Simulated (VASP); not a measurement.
# CaO (P6_3/mmc) in VASP: phonons with r2SCAN

Aim: the phonons of CaO with r2SCAN.

All numbers are computed with VASP 6.6.1; they aren't measurements. Logs are shortened: lines on timing, memory, paths and dates and some standing lists are left out, and cuts for length are marked.

## Step 1: The cell of the first run

The structure is hexagonal, space group P6_3/mmc (No. 194). The conventional cell has a = 3.992 Å, b = 3.992 Å, c = 4.785 Å, α = 90.00°, β = 90.00°, γ = 120.00°. Within 3.0 Å of Ca (site symmetry -6m2) lie 5 O at 2.30 to 2.39 Å. Within 3.0 Å of O (site symmetry -6m2) lie 5 Ca at 2.30 to 2.39 Å.

## Step 2: Phonons, r2SCAN

INCAR

```
PREC = Accurate ; ENCUT = 520
EDIFF = 1E-8 ; ISMEAR = 0
SIGMA = 0.01 ; LREAL = False
LASPH = True ; NELM = 100
ALGO = Normal ; ISIF = 2
LWAVE = False ; LCHARG = False
METAGGA = R2SCAN ; LMIXTAU = True
NBANDS = 24 ; IBRION = 6
NFREE = 2 ; POTIM = 0.015
NSW = 1
```

KPOINTS

```
regular mesh
0
Gamma
  5 5 3
```

POSCAR

```
CaO
1.0
    3.9919758200      0.0000000000      0.0000000000
   -1.9959879100      3.4571524800      0.0000000000
    0.0000000000      0.0000000000      4.7848400100
Ca O
2 2
Direct
    0.3333333298      0.6666666696      0.7500000005
    0.6666666702      0.3333333304      0.2499999995
    0.3333333298      0.6666666696      0.2499999995
    0.6666666702      0.3333333304      0.7500000005
```

Potentials or basis: VASP PAW PBE potentials, release 64 (Ca_sv, O).

Command:

```
$ cat potpaw_PBE.64/Ca_sv/POTCAR potpaw_PBE.64/O/POTCAR > POTCAR
$ mpirun -np 1 vasp_std > vasp.out
```

OUTCAR:

```text
PREC = Accurate
   ENCUT = 520
   EDIFF = 1E-8
   ISMEAR = 0
   LREAL = False
   LASPH = True
   NELM = 100
   ISIF = 2
   METAGGA = R2SCAN
   IBRION = 6
   NFREE = 2
   POTIM = 0.015
   NSW = 1

 ion  position               nearest neighbor table
   1  0.333  0.667  0.750-   4 2.30   4 2.30   4 2.30   3 2.39   3 2.39
   2  0.667  0.333  0.250-   3 2.30   3 2.30   3 2.30   4 2.39   4 2.39
   3  0.333  0.667  0.250-   2 2.30   2 2.30   2 2.30   1 2.39   1 2.39
   4  0.667  0.333  0.750-   1 2.30   1 2.30   1 2.30   2 2.39   2 2.39

  LATTYP: Found a hexagonal cell.
 ALAT       =     3.9919758200
 C/A-ratio  =     1.1986144771

  Lattice vectors:

 A1 = (   3.9919758200,   0.0000000000,   0.0000000000)
 A2 = (  -1.9959879100,   3.4571524800,   0.0000000000)
 A3 = (   0.0000000000,   0.0000000000,   4.7848400100)

Analysis of symmetry for initial positions (statically):
=====================================================================
 Subroutine PRICEL returns:
 Original cell was already a primitive cell.

 Routine SETGRP: Setting up the symmetry group for a
 hexagonal supercell.

 Subroutine GETGRP returns: Found 24 space group operations
 (whereof 12 operations were pure point group operations)
 out of a pool of 24 trial point group operations.

The static configuration has the point symmetry D_3d.
 The point group associated with its full space group is D_6h.

Analysis of symmetry for dynamics (positions and initial velocities):
=====================================================================
 Subroutine PRICEL returns:
 Original cell was already a primitive cell.

 Routine SETGRP: Setting up the symmetry group for a
 hexagonal supercell.

 Subroutine GETGRP returns: Found 24 space group operations
 (whereof 12 operations were pure point group operations)
 out of a pool of 24 trial point group operations.

The dynamic configuration has the point symmetry D_3d.
 The point group associated with its full space group is D_6h.

 Subroutine INISYM returns: Found 24 space group operations
 (whereof 12 operations are pure point group operations),
 and found     1 'primitive' translations

----------------------------------------------------------------------------------------

                                     Primitive cell

  volume of cell :      66.0350

  direct lattice vectors                    reciprocal lattice vectors
     3.991975820  0.000000000  0.000000000     0.250502519  0.144627697  0.000000000
    -1.995987910  3.457152480  0.000000000     0.000000000  0.289255393  0.000000000
     0.000000000  0.000000000  4.784840010     0.000000000  0.000000000  0.208993404

  length of vectors
     3.991975820  3.991975827  4.784840010     0.289255394  0.289255393  0.208993404

  position of ions in fractional coordinates (direct lattice)
     0.333333330  0.666666670  0.750000001
     0.666666670  0.333333330  0.249999999
     0.333333330  0.666666670  0.249999999
     0.666666670  0.333333330  0.750000001

  ion indices of the primitive-cell ions
   primitive index   ion index
                 1           1
                 2           2
                 3           3
                 4           4

----------------------------------------------------------------------------------------

 KPOINTS: regular mesh

Automatic generation of k-mesh.
 Grid dimensions read from file:
 generate k-points for:    5    5    3

 Generating k-lattice:

  Cartesian coordinates                     Fractional coordinates (reciprocal lattice)
     0.050100504  0.028925539  0.000000000     0.200000000  0.000000000  0.000000000
     0.000000000  0.057851079  0.000000000     0.000000000  0.200000000  0.000000000
     0.000000000  0.000000000  0.069664468     0.000000000  0.000000000  0.333333333

  Length of vectors
     0.057851079  0.057851079  0.069664468

  Shift w.r.t. Gamma in fractional coordinates (k-lattice)
     0.000000000  0.000000000  0.000000000

 Subroutine IBZKPT returns following result:
 ===========================================

 Found     10 irreducible k-points:

 Following reciprocal coordinates:
            Coordinates               Weight
  0.000000  0.000000  0.000000      1.000000
  0.200000 -0.000000  0.000000      6.000000
  0.400000  0.000000  0.000000      6.000000
  0.200000  0.200000  0.000000      6.000000
  0.400000  0.200000  0.000000      6.000000
  0.000000  0.000000  0.333333      2.000000
  0.200000 -0.000000  0.333333     12.000000
  0.400000  0.000000  0.333333     12.000000
  0.200000  0.200000  0.333333     12.000000
  0.400000  0.200000  0.333333     12.000000
   k-points           NKPTS =     10   k-points in BZ     NKDIM =     10   number of bands    NBANDS=     24
   number of dos      NEDOS =    301   number of ions     NIONS =      4
   total plane-waves  NPLWV =  32400
   dimension x,y,z NGX =    30 NGY =   30 NGZ =   36
   dimension x,y,z NGXF=    60 NGYF=   60 NGZF=   72
   ions per type =               2   2
   NGX,Y,Z   is equivalent  to a cutoff of  12.49, 12.49, 12.51 a.u.
   NGXF,Y,Z  is equivalent  to a cutoff of  24.99, 24.99, 25.02 a.u.
 SYSTEM =  unknown system
   PREC   = accura    normal or accurate (medium, high low for compatibility)
   ISTART =      0    job   : 0-new  1-cont  2-samecut
   ICHARG =      2    charge: 1-file 2-atom 10-const
   ISPIN  =      1    spin polarized calculation?
   LNONCOLLINEAR =      F non collinear calculations
   LSORBIT =      F    spin-orbit coupling
   LASPH  =      T    aspherical Exc in radial PAW
   ENCUT  =  520.0 eV  38.22 Ry    6.18 a.u.   7.42  7.42  8.90*2*pi/ulx,y,z
   NELM   =    100;   NELMIN=  2; NELMDL= -5     # of ELM steps
   EDIFF  = 0.1E-07   stopping-criterion for ELM
   LREAL  =      F    real-space projection
   EDIFFG = 0.1E-06   stopping-criterion for IOM
   NSW    =     85    number of steps for IOM
   IBRION =      6    ionic relax: 0-MD 1-quasi-New 2-CG
   NFREE  =      2    steps in history (QN), initial steepest desc. (CG)
   ISIF   =      2    stress and relaxation
   ISYM   =      2    0-nonsym 1-usesym 2-fastsym
   POTIM  = 0.0150    time-step for ionic-motion
   TEBEG  =    0.0;   TEEND  =   0.0 temperature during run
   PSTRESS=    0.0 pullay stress
   NELECT =      32.0000    total number of electrons
   NUPDOWN=      -1.0000    fix difference up-down
   EMIN   =  10.00;   EMAX   =-10.00  energy-range for DOS
   EFERMI =   0.00;   METHOD = LEGACY
   ISMEAR =     0;   SIGMA  =   0.01  broadening in eV -4-tet -1-fermi 0-gaus
   EFERMI_NEDOS =   21; number of points for ismear=-14 and -15
   IALGO  =     38    algorithm
   IMIX   =      4    mixing-type and parameters
     AMIX     =   0.40;   BMIX     =  1.00
     AMIX_MAG =   1.60;   BMIX_MAG =  1.00
  volume/ion in A,a.u.               =      16.51       111.41
  Fermi-wavevector in a.u.,A,eV,Ry     =   1.285879  2.429960 22.497037  1.653486
  Thomas-Fermi vector in A             =   2.417987
   LORBIT       =      0    0 simple, 1 ext, 2 COOP (PROOUT), +10 PAW based schemes
   METAGGA = R2SCAN    functional components
   LHFCALC =     F    Hartree Fock is set to
   AEXX    =    0.0000 exact exchange contribution
   IVDW    =     0    specifies the selected vdW correction
   LEPSILON=     F    determine dielectric tensor
   LRPA    =     F    only Hartree local field effects (RPA)
 finite differences with symmetry
 non-spin polarized calculation
 Gauss-broadening in eV      SIGMA  =   0.01
  energy-cutoff  :      520.00
  volume of cell :       66.03
 maximum number of plane-waves:      1811
 NGX is ok and might be reduce to    30
   NGX = 15   NGY = 15   NGZ = 17

--------------------------------------- Ionic step        1  -------------------------------------------

 number of electron      31.9999992 magnetization

 Free energy of the ion-electron system (eV)
  ---------------------------------------------------
  ext. energy  EPLUGINS =         0.00000000
  ---------------------------------------------------
  free energy    TOTEN  =       -38.48684070 eV

  energy without entropy =      -38.48684070  energy(sigma->0) =      -38.48684070

------------------------ aborting loop because EDIFF is reached ----------------------------------------

  FORCE on cell =-STRESS in cart. coord.  units (eV):
  Direction    XX          YY          ZZ          XY          YZ          ZX
  --------------------------------------------------------------------------------------
  -------------------------------------------------------------------------------------
  Total        0.0879244      0.0879244      0.0214422      0.0000000     -0.0000000      0.0000000
  in kB        2.1332727      2.1332727      0.5202427      0.0000000     -0.0000000      0.0000000
  external PRESSURE =       1.5955960 kB  Pullay stress =       0.0000000 kB
[... 289 lines left out ...]
  energy  without entropy=      -38.4861337248  energy(sigma->0) =      -38.48613372

--------------------------------------- Ionic step        9  -------------------------------------------

 number of electron      31.9999995 magnetization

 Free energy of the ion-electron system (eV)
  ---------------------------------------------------
  ext. energy  EPLUGINS =         0.00000000
  ---------------------------------------------------
  free energy    TOTEN  =       -38.48613375 eV

  energy without entropy =      -38.48613375  energy(sigma->0) =      -38.48613375

 E-fermi :   1.0631     XC(G=0):  -9.9576

 val. band max:        1.0030011764   @ k =   0.0000   0.0000   0.0000
 cond. band min:       4.5834512600   @ k =   0.0000   0.0000   0.0000
 fundamental gap:      3.5804500835
 Fermi energy:         1.0630655089

 k-point     1 :       0.0000    0.0000    0.0000
  band No.  band energies     occupation
      1     -38.0609      2.00000
      2     -37.9317      2.00000
      3     -18.5203      2.00000
      4     -18.2782      2.00000
      5     -18.2781      2.00000
      6     -18.0840      2.00000
[... 344 lines left out ...]
  FREE ENERGIE OF THE ION-ELECTRON SYSTEM (eV)
  ---------------------------------------------------
  free  energy   TOTEN  =       -38.4861337471 eV

  energy  without entropy=      -38.4861337471  energy(sigma->0) =      -38.48613375

 INTERNAL STRAIN TENSORS FROM DISPLACED ATOMS
 ============================================

 INTERNAL STRAIN TENSOR FOR ION    1 for displacements in x,y,z  (eV/Angst):
          X           Y           Z          XY          YZ          ZX
  --------------------------------------------------------------------------------
  x     0.00000     0.00000     0.00000    -7.00249     0.00000     0.00000
  y    -7.00249     7.00250     0.00000     0.00000     0.00000     0.00000
  z    -0.00000    -0.00000    -0.00000     0.00000    -0.00000    -0.00000

 INTERNAL STRAIN TENSOR FOR ION    4 for displacements in x,y,z  (eV/Angst):
          X           Y           Z          XY          YZ          ZX
  --------------------------------------------------------------------------------
  x     0.00000     0.00000     0.00000     5.46342     0.00000     0.00000
  y     5.46342    -5.46342     0.00000     0.00000     0.00000     0.00000
  z     0.00000     0.00000    -0.00000    -0.00000     0.00000     0.00000

 Eigenvectors and eigenvalues of the dynamical matrix
 ----------------------------------------------------

   1 f  =   11.637475 THz    73.120412 2PiTHz  388.184383 cm-1    48.128708 meV
             X         Y         Z           dx          dy          dz
     -0.000000  2.304768  3.588630     0.000000    0.377793   -0.000000
      1.995988  1.152384  1.196210     0.000000    0.377793    0.000000
     -0.000000  2.304768  1.196210    -0.000000   -0.597723   -0.000000
      1.995988  1.152384  3.588630    -0.000000   -0.597723    0.000000

   2 f  =   11.637475 THz    73.120412 2PiTHz  388.184382 cm-1    48.128708 meV
             X         Y         Z           dx          dy          dz
     -0.000000  2.304768  3.588630    -0.377793    0.000000   -0.000000
      1.995988  1.152384  1.196210    -0.377793    0.000000    0.000000
     -0.000000  2.304768  1.196210     0.597723   -0.000000   -0.000000
      1.995988  1.152384  3.588630     0.597723   -0.000000    0.000000
[... 43 lines left out ...]
   9 f  =    6.183857 THz    38.854318 2PiTHz  206.271259 cm-1    25.574365 meV
             X         Y         Z           dx          dy          dz
     -0.000000  2.304768  3.588630    -0.632132    0.000000   -0.000000
      1.995988  1.152384  1.196210     0.632132   -0.000000    0.000000
     -0.000000  2.304768  1.196210     0.316875   -0.000000   -0.000000
      1.995988  1.152384  3.588630    -0.316875    0.000000   -0.000000

  10 f/i=    0.001787 THz     0.011231 2PiTHz    0.059624 cm-1     0.007392 meV
             X         Y         Z           dx          dy          dz
     -0.000000  2.304768  3.588630    -0.592468    0.079084    0.000000
      1.995988  1.152384  1.196210    -0.592468    0.079084    0.000000
     -0.000000  2.304768  1.196210    -0.374472    0.049985    0.000000
      1.995988  1.152384  3.588630    -0.374472    0.049985    0.000000

  11 f/i=    0.001787 THz     0.011231 2PiTHz    0.059624 cm-1     0.007392 meV
             X         Y         Z           dx          dy          dz
     -0.000000  2.304768  3.588630    -0.079084   -0.592468   -0.000000
      1.995988  1.152384  1.196210    -0.079084   -0.592468   -0.000000
     -0.000000  2.304768  1.196210    -0.049985   -0.374472   -0.000000
      1.995988  1.152384  3.588630    -0.049985   -0.374472   -0.000000

  12 f/i=    0.061427 THz     0.385957 2PiTHz    2.048981 cm-1     0.254041 meV
             X         Y         Z           dx          dy          dz
     -0.000000  2.304768  3.588630     0.000000    0.000000   -0.595125
      1.995988  1.152384  1.196210     0.000000    0.000000   -0.595125
     -0.000000  2.304768  1.196210     0.000000    0.000000   -0.381871
      1.995988  1.152384  3.588630     0.000000    0.000000   -0.381871

 ELASTIC MODULI CONTR FROM IONIC RELAXATION (kBar)
 Direction    XX          YY          ZZ          XY          YZ          ZX
 --------------------------------------------------------------------------------
 XX        -307.2215    307.2215      0.0000     -0.0000      0.0000      0.0000
 YY         307.2215   -307.2215     -0.0000      0.0000     -0.0000     -0.0000
 ZZ           0.0000     -0.0000     -0.0000      0.0000     -0.0000     -0.0000
 XY          -0.0000      0.0000      0.0000   -307.2215      0.0000      0.0000
 YZ           0.0000     -0.0000     -0.0000      0.0000     -0.0000     -0.0000
 ZX           0.0000     -0.0000     -0.0000      0.0000     -0.0000     -0.0000
 --------------------------------------------------------------------------------
```

Run time: 14 min. Hardware: 1 thread of Intel Xeon Platinum 8375C at 2.90GHz (Ice Lake), shared host; peak memory 0.21 GiB.

Results:

```
Highest phonon frequency at Γ, LO-TO splitting left out : 388 cm⁻¹
```

Phonon frequencies in cm⁻¹ (negative: imaginary):
```
              q point                                 frequencies
(0.000, 0.000, 0.000)  -2 0 0 206 206 293 308 384 384 386 388 388
```

Caveat: the k points lie up to 0.44 Å⁻¹ apart; the PAW data sets were made with another functional, which shifts forces and pressure a little.
